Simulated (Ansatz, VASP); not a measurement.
## CsSnI3 in VASP and in Ansatz

Contents of POSCAR:

```
CsSnI3
1.0
    6.2413961542      0.0000000000      0.0000000000
    0.0000000000      6.2413961542      0.0000000000
    0.0000000000      0.0000000000      6.2413961542
Cs Sn I
1 1 3
Direct
    0.0000000000      0.0000000000      0.0000000000
    0.5000000000      0.5000000000      0.5000000000
    0.0000000000      0.5000000000      0.5000000000
    0.5000000000      0.0000000000      0.5000000000
    0.5000000000      0.5000000000      0.0000000000
```

File INCAR.step1:

```
  PREC = Accurate
  ENCUT = 520
  EDIFF = 1E-5
  ISMEAR = 0
  SIGMA = 0.01
  LREAL = F
  LASPH = T
  NELM = 60
  ALGO = Normal
  ISIF = 2
  LWAVE = T
  NBANDS = 30
  GGA = PE
```

File INCAR.step2:

```
  PREC = Accurate
  ENCUT = 520
  EDIFF = 1E-6
  ISMEAR = 0
  SIGMA = 0.01
  LREAL = F
  LASPH = T
  NELM = 60
  ALGO = Normal
  ISIF = 2
  LWAVE = F
  LCHARG = T
  GGA = PE
  LHFCALC = T
  AEXX = 0.25
  PRECFOCK = Fast
  LELF = T
  LVHAR = T
  NBANDS = 30
  ISTART = 1
```

Contents of KPOINTS:

```
regular mesh
0
Gamma
  2 2 2
```

Input for Ansatz:

```yaml
crystal:
  lattice:
    - [6.2413961542, 0.0, 0.0]
    - [0.0, 6.2413961542, 0.0]
    - [0.0, 0.0, 6.2413961542]
  atoms:
    - { symbol: Cs, position: [0.0, 0.0, 0.0] }
    - { symbol: Sn, position: [0.5, 0.5, 0.5] }
    - { symbol: I, position: [0.0, 0.5, 0.5] }
    - { symbol: I, position: [0.5, 0.0, 0.5] }
    - { symbol: I, position: [0.5, 0.5, 0.0] }
kpoints:
  mp_grid: { grid: [2, 2, 2] }
  band_path:
    path: [[0.0, 0.0, 0.0], [0.0, 0.5, 0.0], [0.5, 0.5, 0.0], [0.5, 0.5, 0.5]]
    npoints: 1
hamiltonian:
  xc: pbe0
scf:
  occupations: { method: fixed }
  n_extra_bands: 5
output:
  forces: true
  stress: true
  eigenvalues: true
```

Alike in both runs: task single point; functional PBE0; k mesh 2 × 2 × 2; no spin polarisation.

|  | VASP | Ansatz |
| --- | --- | --- |
| version | VASP 6.6.1 | Ansatz 0.2.0 |
| potentials or method | VASP PAW PBE potentials, release 64 (Cs_sv, Sn_d, I) | plane waves, PAW |
| plane-wave cutoff (eV) | 520 | 420 |
| occupations | gaussian, width 0.01 eV | fixed |
| valence electrons in the cell | 44 | 74 |

|  | VASP | Ansatz | Ansatz less VASP |
| --- | --- | --- | --- |
| gap on the k mesh at the Fermi level (eV) | 1.59 | 1.53 | -0.066 |
| pressure (GPa) | 1.2 | 1.4 | +0.14 |

VASP's potentials hold 44 valence electrons a cell and Ansatz's 74, so a difference there can come from the potentials and not from the codes. Ansatz's warnings: stress exchange threshold loose, stress scf threshold loose.

The k mesh is coarse, so the values compare programs but aren't converged. Neither program's run includes spin-orbit coupling.
